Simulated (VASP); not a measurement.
# Ba: single point with LDA

The system is Ba.

```xyz
1
Lattice="-2.3992 2.3992 2.3992 2.3992 -2.3992 2.3992 2.3992 2.3992 -2.3992" Properties=species:S:1:pos:R:3 pbc="T T T"
Ba    0.0000    0.0000    0.0000
```

```json
{
  "Program": "VASP 6.6.1",
  "Task": "single point",
  "Functional": "LDA",
  "Potentials or basis": "VASP PAW LDA potentials, release 64 (Ba_sv)",
  "Cutoff": "520 eV",
  "k mesh": "12 × 12 × 12",
  "Occupations": "gaussian, width 0.1 eV",
  "Spin": "no spin polarisation",
  "Dipole correction": "no",
  "Further INCAR settings": "ALGO = Fast; EDIFF = 1e-06; NBANDS = 11"
}
```

The pressure is -0.2 GPa. The band gap on the k mesh is zero (bands 5 and 6 overlap by 1.39 eV).

Levels at points of the mesh, in eV from the Fermi level:
| k point | band 3 | band 4 | band 5 | band 6 | band 7 | band 8 |
| --- | --- | --- | --- | --- | --- | --- |
| (0.00, 0.00, 0.00) | -13.48 | -13.48 | -2.80 | 1.90 | 1.90 | 1.90 |
| (0.50, 0.00, 0.00) | -13.70 | -13.49 | -1.00 | 0.61 | 1.77 | 3.54 |
| (0.50, 0.50, 0.50) | -13.96 | -13.96 | -0.73 | -0.73 | 5.05 | 5.05 |

Wall time 51 s on 1 thread of Intel Xeon 8259CL, on a shared host, peak memory 0.18 GiB.

Caveat: spin-orbit coupling is left out, which moves the levels of the heavy elements.
